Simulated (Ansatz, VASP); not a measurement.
Two plane-wave programs on SiC

```
CELL_PARAMETERS angstrom
0.00000 2.18000 2.18000
2.18000 0.00000 2.18000
2.18000 2.18000 0.00000
ATOMIC_POSITIONS crystal
Si 0.00000 0.00000 0.00000
C 0.25000 0.25000 0.25000
```

Alike in both runs: task relaxation of cell and atoms; functional r2SCAN; k mesh 8 × 8 × 8; no spin polarisation.

|  | VASP | Ansatz |
| --- | --- | --- |
| version | VASP 6.6.1 | Ansatz 0.2.0 |
| potentials or method | VASP PAW PBE potentials, release 64 (Si, C), cutoff 600 eV | scalar-relativistic, plane waves, PAW |
| occupations | gaussian, width 0.01 eV | fixed |
| valence electrons in the cell | 8 | 8 |

```csv
,VASP,Ansatz,Ansatz less VASP
"gap on the k mesh at the Fermi level, each at its own relaxed structure (eV)",1.72,1.71,-0.011
relaxed volume (Å³/atom),10.32,10.33,+0.016
relaxed cell length with the largest relative difference (Å),3.079,3.080,+0.0016
```

VASP's potentials were made for PBE, not for r2SCAN.
